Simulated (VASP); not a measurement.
A run of VASP 6.6.1 is set up as follows.

The input POSCAR:

```
LiH8ClO4
1.0
    5.2848030000      0.0000000000      0.0000000000
    0.0000000000      5.2848030000      0.0000000000
    0.0000000000      0.0000000000      5.2848030000
O H Li Cl
4 8 1 1
Direct
    0.6402320011      0.3836472239      0.9023609773
    0.0005865876      1.0885173960      0.4962720465
    0.6222180846     -0.0438237717      0.1553511077
    1.0566524429      0.7941450230      0.9430815113
    0.5660192064      0.4388243043      0.7445310639
    0.8185924811      0.4125035503      0.8786893286
    0.0808734025      1.2605200232      0.5144373404
    0.1177905780      1.0002075763      0.4035344364
    0.6198149676      0.1244890301      0.0973735445
    0.6731944407     -0.0382606504      0.3300785289
    1.0615154434      0.8010894635      0.7630748015
    0.9058237365      0.8802409475      1.0089874684
    0.3844419555      0.6839043953      0.0350060352
    0.2984217198      0.5612697389      0.4785608849
```

The input INCAR.step1:

```
PREC = Accurate
ENCUT = 520
ISMEAR = -1
SIGMA = 0.02
LREAL = F
LASPH = T
NELM = 100
NBANDS = 34
GGA = PE
ALGO = Normal
EDIFF = 1E-4
LWAVE = T
LCHARG = F
```

Contents of INCAR.step2:

```
PREC = Accurate
ENCUT = 520
EDIFF = 1E-7
ISMEAR = -1
SIGMA = 0.02
LREAL = F
LASPH = T
NELM = 100
ALGO = Normal
ISIF = 2
LWAVE = F
LCHARG = F
METAGGA = R2SCAN
LMIXTAU = T
IVDW = 12
VDW_S6 = 1.0
VDW_S8 = 0.78981345
VDW_A1 = 0.49484001
VDW_A2 = 5.73083694
NBANDS = 34
ISTART = 1
```

KPOINTS

```
regular mesh
0
Gamma
  1 1 1
```

Potentials or basis: VASP PAW PBE potentials, release 64 (O, H, Li_sv, Cl).

Command:

```bash
$ cat potpaw_PBE.64/O/POTCAR potpaw_PBE.64/H/POTCAR potpaw_PBE.64/Li_sv/POTCAR potpaw_PBE.64/Cl/POTCAR > POTCAR
$ cp INCAR.step1 INCAR
$ mpirun -np 1 vasp_gam > vasp.out
$ cp INCAR.step2 INCAR
$ mpirun -np 1 vasp_gam > vasp.out
```

Problem. What does it give for the largest force?

Solution. 3.493 eV/Å.

Problem. What does it give for the dispersion energy per atom?

Solution. -0.027 eV.

Forces on the atoms (eV/Å):
```
O    0.058  0.310  0.431
O   -1.855  2.402  1.728
O   -0.381 -1.976  0.293
O    0.354 -0.586  1.004
H   -0.547 -0.189 -0.875
H    0.311  0.252  0.246
H   -0.489 -0.896 -0.193
H    2.054 -1.741 -1.662
H   -0.231  1.836 -0.746
H    0.312  0.111  0.328
H   -0.236  0.493 -0.889
H    0.011 -0.239 -0.101
Li   0.148 -0.048  0.468
Cl   0.490  0.271 -0.031
```

Caveat: the k points lie up to 1.19 Å⁻¹ apart; the atoms stand as in a frame of molecular dynamics; the PAW data sets were made with another functional, which shifts forces and pressure a little.
